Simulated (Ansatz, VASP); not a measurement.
One calculation of ScAl3N4, two programs

File INCAR:

```
SYSTEM = ScAl3N4
ALGO = Normal
EDIFF = 1E-7
EDIFFG = -0.005
ENCUT = 600
GGA = PE
IBRION = 2
ISIF = 3
ISMEAR = 0
LASPH = .TRUE.
LCHARG = .FALSE.
LREAL = .FALSE.
LWAVE = .FALSE.
NELM = 100
NSW = 100
PREC = Accurate
SIGMA = 0.02
```

The input KPOINTS:

```
k-points
0
G
  6 6 6
  0 0 0
```

The input POSCAR:

```
ScAl3N4
1.0
    4.5297272316      0.0000000000      0.0000000000
    0.0000000000      4.5297272316      0.0000000000
    0.0000000000      0.0000000000      4.5297272316
Sc Al N
1 3 4
Direct
    0.0000000000      0.0000000000      0.0000000000
    0.5000000000      0.5000000000      0.0000000000
    0.5000000000      0.0000000000      0.5000000000
    0.0000000000      0.5000000000      0.5000000000
    0.7373116271      0.7373116271      0.2626883729
    0.7373116271      0.2626883729      0.7373116271
    0.2626883729      0.7373116271      0.7373116271
    0.2626883729      0.2626883729      0.2626883729
```

Input for Ansatz:

```yaml
crystal:
  lattice:
    - [4.5297272316, 0.0, 0.0]
    - [0.0, 4.5297272316, 0.0]
    - [0.0, 0.0, 4.5297272316]
  atoms:
    - { symbol: Sc, position: [0.0, 0.0, 0.0] }
    - { symbol: Al, position: [0.5, 0.5, 0.0] }
    - { symbol: Al, position: [0.5, 0.0, 0.5] }
    - { symbol: Al, position: [0.0, 0.5, 0.5] }
    - { symbol: "N", position: [0.7373116271, 0.7373116271, 0.2626883729] }
    - { symbol: "N", position: [0.7373116271, 0.2626883729, 0.7373116271] }
    - { symbol: "N", position: [0.2626883729, 0.7373116271, 0.7373116271] }
    - { symbol: "N", position: [0.2626883729, 0.2626883729, 0.2626883729] }
basis:
  ecutwfc: 420
kpoints:
  mp_grid: { grid: [6, 6, 6] }
hamiltonian:
  xc: pbe
scf:
  occupations: { method: gaussian, width: 0.02 }
output:
  forces: true
  stress: true
  eigenvalues: true
  write_density: true
  write_potential: true
  elf: true
  volumetric_format: npy
relax:
  adjacent_minimum: "off"
  f_tol: 0.005
  max_steps: 80
  cell: { stress_tol: 0.05 }
```

Alike in both runs: task relaxation of cell and atoms; functional PBE; k mesh 6 × 6 × 6; occupations gaussian, width 0.02 eV; no spin polarisation.

|  | VASP | Ansatz |
| --- | --- | --- |
| version | VASP 6.6.1 | Ansatz 0.2.0 |
| potentials or method | VASP PAW PBE potentials, release 64 (Sc_sv, Al, N), cutoff 600 eV | scalar-relativistic, plane waves, PAW |
| valence electrons in the cell | 40 | 40 |

VASP gave:

* gap on the k mesh at the Fermi level, each at its own relaxed structure (eV): 3.25
* relaxed volume (Å³/atom): 11.60
* relaxed cell length with the largest relative difference (Å): 4.528

**Question.** What did Ansatz give for the same quantities?

**Answer.** gap on the k mesh at the Fermi level, each at its own relaxed structure (eV): 3.26; relaxed volume (Å³/atom): 11.61; relaxed cell length with the largest relative difference (Å): 4.529.
